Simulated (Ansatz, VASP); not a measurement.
**Tl: VASP beside Ansatz**

```
Tl
1.0
     3.45600    0.00000    0.00000
    -1.72800    2.99298    0.00000
     0.00000    0.00000    5.52500
Tl
2
Direct
  0.66667 0.33333 0.75000
  0.33333 0.66667 0.25000
```

Alike in both runs: functional LDA; k mesh 7 × 7 × 4; occupations fermi-dirac, width 0.05 eV; no spin polarisation.

|  | VASP | Ansatz |
| --- | --- | --- |
| version | VASP 6.6.1 | Ansatz 0.2.0 |
| potentials or method | VASP PAW LDA potentials, release 64 (Tl_d), cutoff 520 eV | all-electron LAPW, scalar-relativistic |
| task | single point | band structure |

Ansatz gave:

* gap on the k mesh at the Fermi level (eV): none
* pressure (GPa): -1.7
* traceless stress, the component that is largest in VASP (GPa): 0.73

Estimate VASP's values.

gap on the k mesh at the Fermi level (eV): none; pressure (GPa): -1.6; traceless stress, the component that is largest in VASP (GPa): 0.77.

LDA's correlation is that of Perdew and Zunger in VASP and of Perdew and Wang (1992) in Ansatz. A gap of «none» marks a metal or a gap that the smearing closes. Ansatz ran all-electron here, and VASP with PAW potentials.

Spin-orbit coupling is off throughout. Noted on Ansatz's run: the k mesh is thin for a metal, which can move the energy by tens of meV per atom.
